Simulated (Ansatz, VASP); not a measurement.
## One calculation of Ta2N, two programs

The input INCAR:

```
SYSTEM = Ta2N
PREC     = Accurate       ! precision mode
ENCUT    = 520            ! plane-wave cutoff, eV
EDIFF    = 1E-6           ! SCF threshold, eV
ISMEAR   = 0              ! smearing method
SIGMA    = 0.15           ! smearing width, eV
LREAL    = .FALSE.        ! projectors in reciprocal space
LASPH    = .TRUE.         ! aspherical terms in the spheres
NELM     = 60             ! most SCF steps
ALGO     = Normal         ! electronic algorithm
ISIF     = 2              ! what is computed and relaxed
LWAVE    = .FALSE.        ! write WAVECAR
LCHARG   = .FALSE.        ! write CHGCAR
NBANDS   = 50             ! bands
```

KPOINTS

```
regular mesh
0
G
  9 9 8
  0 0 0
```

The input POSCAR:

```
Ta2N
1.0
    5.1609728685      0.0000000000      0.0000000000
   -2.5804864342      4.4695336123      0.0000000000
    0.0000000000      0.0000000000      5.0128529472
Ta N
6 3
Direct
    0.6310702833      0.6310702833      0.7526041962
    0.0000000000      0.3689297167      0.7526041962
    0.3689297167      0.0000000000      0.7526041962
    0.3689297167      0.3689297167      0.2473958038
    0.0000000000      0.6310702833      0.2473958038
    0.6310702833      0.0000000000      0.2473958038
    0.6666666667      0.3333333333      0.5000000000
    0.3333333333      0.6666666667      0.5000000000
    0.0000000000      0.0000000000      0.0000000000
```

Input for Ansatz:

```yaml
crystal:
  lattice:
    - [5.1609728685, 0.0, 0.0]
    - [-2.5804864342, 4.4695336123, 0.0]
    - [0.0, 0.0, 5.0128529472]
  atoms:
    - { symbol: Ta, position: [0.6310702833, 0.6310702833, 0.7526041962] }
    - { symbol: Ta, position: [0.0, 0.3689297167, 0.7526041962] }
    - { symbol: Ta, position: [0.3689297167, 0.0, 0.7526041962] }
    - { symbol: Ta, position: [0.3689297167, 0.3689297167, 0.2473958038] }
    - { symbol: Ta, position: [0.0, 0.6310702833, 0.2473958038] }
    - { symbol: Ta, position: [0.6310702833, 0.0, 0.2473958038] }
    - { symbol: "N", position: [0.6666666667, 0.3333333333, 0.5] }
    - { symbol: "N", position: [0.3333333333, 0.6666666667, 0.5] }
    - { symbol: "N", position: [0.0, 0.0, 0.0] }
basis:
  ecutwfc: 520.0
kpoints:
  mp_grid: { grid: [9, 9, 8] }
hamiltonian:
  xc: lda
  pseudopotentials: { kind: paw, azcp: { folder: soft_1 } }
scf:
  occupations: { method: gaussian, width: 0.15 }
output:
  forces: true
  stress: true
  eigenvalues: true
```

Alike in both runs: task single point; functional LDA; k mesh 9 × 9 × 8; occupations gaussian, width 0.15 eV; no spin polarisation.

|  | VASP | Ansatz |
| --- | --- | --- |
| version | VASP 6.6.1 | Ansatz 0.2.0 |
| potentials or method | VASP PAW LDA potentials, release 64 (Ta_pv, N), cutoff 520 eV | scalar-relativistic, plane waves, PAW |
| valence electrons in the cell | 81 | 93 |

```csv
,VASP,Ansatz,Ansatz less VASP
gap on the k mesh at the Fermi level (eV),none,none,-
pressure (GPa),11.0,9.4,-1.66
"traceless stress, the component that is largest in VASP (GPa)",-7.25,-7.25,-0.004
rms of the force components (eV/Å),2.405,2.384,-0.0207
```

Ansatz warns that its potentials were made for another functional, while VASP's fit it. LDA's correlation is that of Perdew and Zunger in VASP and of Perdew and Wang (1992) in Ansatz. Atom by atom the forces differ by 0.024 eV/Å (rms over components). A gap of «none» marks a metal or a gap that the smearing closes. VASP's potentials hold 81 valence electrons a cell and Ansatz's 93, so a difference there can come from the potentials and not from the codes.

Neither program's run includes spin-orbit coupling.
